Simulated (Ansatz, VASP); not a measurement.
**One calculation of Ti3Al, two programs**

INCAR

```
ALGO = Fast
EDIFF = 1E-7
ENCUT = 520
GGA = PE
ISIF = 2
ISMEAR = 0
LASPH = T
LCHARG = F
LREAL = F
LWAVE = F
NBANDS = 28
NELM = 80
PREC = Accurate
SIGMA = 0.15
```

File KPOINTS:

```
k-points
0
Gamma
  18 18 6
```

File POSCAR:

```
Ti3Al
1.0
    2.8766705320      0.0000000000      0.0000000000
   -1.4383352660      2.4912697590      0.0000000000
    0.0000000000      0.0000000000      9.0643180444
Ti Al
3 1
Direct
    0.6666666667      0.3333333333      0.0000000000
    0.3333333333      0.6666666667      0.7504575700
    0.3333333333      0.6666666667      0.2495424300
    0.6666666667      0.3333333333      0.5000000000
```

Input for Ansatz:

```yaml
crystal:
  lattice:
    - [2.876670532, 0.0, 0.0]
    - [-1.438335266, 2.491269759, 0.0]
    - [0.0, 0.0, 9.0643180444]
  atoms:
    - { symbol: Ti, position: [0.6666666667, 0.3333333333, 0.0] }
    - { symbol: Ti, position: [0.3333333333, 0.6666666667, 0.75045757] }
    - { symbol: Ti, position: [0.3333333333, 0.6666666667, 0.24954243] }
    - { symbol: Al, position: [0.6666666667, 0.3333333333, 0.5] }
basis:
  ecutwfc: 520.0
kpoints:
  mp_grid: { grid: [18, 18, 6] }
hamiltonian:
  xc: pbe
  pseudopotentials: { kind: paw, azcp: { folder: soft_1 } }
scf:
  occupations: { method: gaussian, width: 0.15 }
output:
  forces: true
  stress: true
  eigenvalues: true
```

Alike in both runs: task single point; functional PBE; k mesh 18 × 18 × 6; occupations gaussian, width 0.15 eV; no spin polarisation.

```csv
,VASP,Ansatz
version,VASP 6.6.1,Ansatz 0.2.0
potentials or method,"VASP PAW PBE potentials, release 64 (Ti_sv, Al), cutoff 520 eV","scalar-relativistic, plane waves, PAW"
valence electrons in the cell,39,39
```

Ansatz gave:

| Property | Result |
| --- | --- |
| gap on the k mesh at the Fermi level (eV) | none |
| pressure (GPa) | 6.7 |
| traceless stress, the component that is largest in VASP (GPa) | 0.47 |
| rms of the force components (eV/Å) | 0.016 |

**Question.** Which values does VASP return?

**Answer.** gap on the k mesh at the Fermi level (eV): none; pressure (GPa): 6.4; traceless stress, the component that is largest in VASP (GPa): 0.51; rms of the force components (eV/Å): 0.012.

Atom by atom the forces differ by 0.004 eV/Å (rms over components). A gap of «none» marks a metal or a gap that the smearing closes. With one functional, cell and mesh, what is left measures potentials, basis and numerics.
